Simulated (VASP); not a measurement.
Set up this calculation in VASP 6.6.1, as the native input.

```yaml
Task: single point
Functional: LDA
Potentials_or_basis: VASP PAW LDA potentials, release 64 (Mo_sv, Os)
Cutoff: 520 eV
k_mesh: 21 × 21 × 12
Occupations: gaussian, width 0.15 eV
Spin: no spin polarisation
Dipole_correction: no
Further_INCAR_settings: ALGO = Fast; EDIFF = 1e-06; NBANDS = 18
```

The structure of MoOs lies in POSCAR:

```
MoOs
1.0
    2.8198666636      0.0000000000      0.0000000000
   -1.4099333318      2.4420761660      0.0000000000
    0.0000000000      0.0000000000      4.3860510264
Mo Os
1 1
Direct
    0.6666666667      0.3333333333      0.5000000000
    0.3333333333      0.6666666667      0.0000000000
```

This cell differs from its parent crystal: ratio of the length along z to the lengths across it x 0.96, volume and fractional coordinates fixed.

The input as run:

INCAR

```
SYSTEM = MoOs
PREC     = Accurate       ! precision mode
ENCUT    = 520            ! plane-wave cutoff, eV
EDIFF    = 1E-6           ! SCF threshold, eV
ISMEAR   = 0              ! smearing method
SIGMA    = 0.15           ! smearing width, eV
LREAL    = .FALSE.        ! projectors in reciprocal space
LASPH    = .TRUE.         ! aspherical terms in the spheres
NELM     = 80             ! most SCF steps
ALGO     = Fast           ! electronic algorithm
ISIF     = 2              ! what is computed and relaxed
LWAVE    = .FALSE.        ! write WAVECAR
LCHARG   = .FALSE.        ! write CHGCAR
NBANDS   = 18             ! bands
```

KPOINTS

```
regular mesh
0
G
  21 21 12
  0 0 0
```

Potentials or basis: VASP PAW LDA potentials, release 64 (Mo_sv, Os).

Run with:

```sh
$ cat potpaw_LDA.64/Mo_sv/POTCAR potpaw_LDA.64/Os/POTCAR > POTCAR
$ mpirun -np 1 vasp_std > vasp.out
```

It gave:

```
Pressure               : -14.7 GPa
Band gap on the k mesh : zero (bands 11 and 12 overlap by 3.05 eV)
```

Caveat: the cell stands under tension; spin-orbit coupling is left out, which moves the levels of the heavy elements.

Wall time 4 min on 1 thread of Intel Xeon 8259CL, with other jobs on the host, peak memory 0.3 GiB.
